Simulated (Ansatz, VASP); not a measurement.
# W in VASP and in Ansatz

INCAR

```
SYSTEM = W
  PREC = Accurate
  ENCUT = 520
  EDIFF = 1E-6
  ISMEAR = -1
  SIGMA = 0.05
  LREAL = .FALSE.
  LASPH = .TRUE.
  NELM = 80
  ALGO = Normal
  ISIF = 2
  LWAVE = .FALSE.
  LCHARG = .TRUE.
  GGA = PE
  LELF = .TRUE.
  LVHAR = .TRUE.
  NBANDS = 13
```

The input KPOINTS:

```
Automatic mesh
0
G
  14 14 14
  0 0 0
```

Contents of POSCAR:

```
W
1.0
    0.0000000000      2.0300000000      2.0300000000
    2.0300000000      0.0000000000      2.0300000000
    2.0300000000      2.0300000000      0.0000000000
W
1
Direct
    0.0000000000      0.0000000000      0.0000000000
```

Input for Ansatz:

```yaml
crystal:
  lattice:
    - [0.0, 2.03, 2.03]
    - [2.03, 0.0, 2.03]
    - [2.03, 2.03, 0.0]
  atoms:
    - { symbol: W, position: [0.0, 0.0, 0.0] }
kpoints:
  mp_grid: { grid: [14, 14, 14] }
  band_path:
    path:
      - [0.0, 0.0, 0.0]
      - [0.5, 0.0, 0.5]
      - [0.625, 0.25, 0.625]
      - [0.375, 0.375, 0.75]
      - [0.0, 0.0, 0.0]
      - [0.5, 0.5, 0.5]
      - [0.5, 0.25, 0.75]
      - [0.5, 0.0, 0.5]
    npoints: 5
scf:
  occupations: { method: fermi_dirac, width: 0.05 }
hamiltonian:
  xc: pbe
  pseudopotentials:
    kind: all_electron
    lapw: { basis_error: 0.00025 }
    relativity: none
output:
  forces: true
  stress: true
  eigenvalues: true
```

Alike in both runs: task single point; functional PBE; k mesh 14 × 14 × 14; occupations fermi-dirac, width 0.05 eV; no spin polarisation.

```csv
,VASP,Ansatz
version,VASP 6.6.1,Ansatz 0.2.0
potentials or method,"VASP PAW PBE potentials, release 64 (W_sv), cutoff 520 eV","all-electron LAPW, non-relativistic"
```

|  | VASP | Ansatz | Ansatz less VASP |
| --- | --- | --- | --- |
| pressure (GPa) | -4.3 | 8.7 | +12.96 |

One of these differences is far larger than is usual between the two programs; its cause wasn't traced. Ansatz ran all-electron here, and VASP with PAW potentials.

Spin-orbit coupling is off throughout.
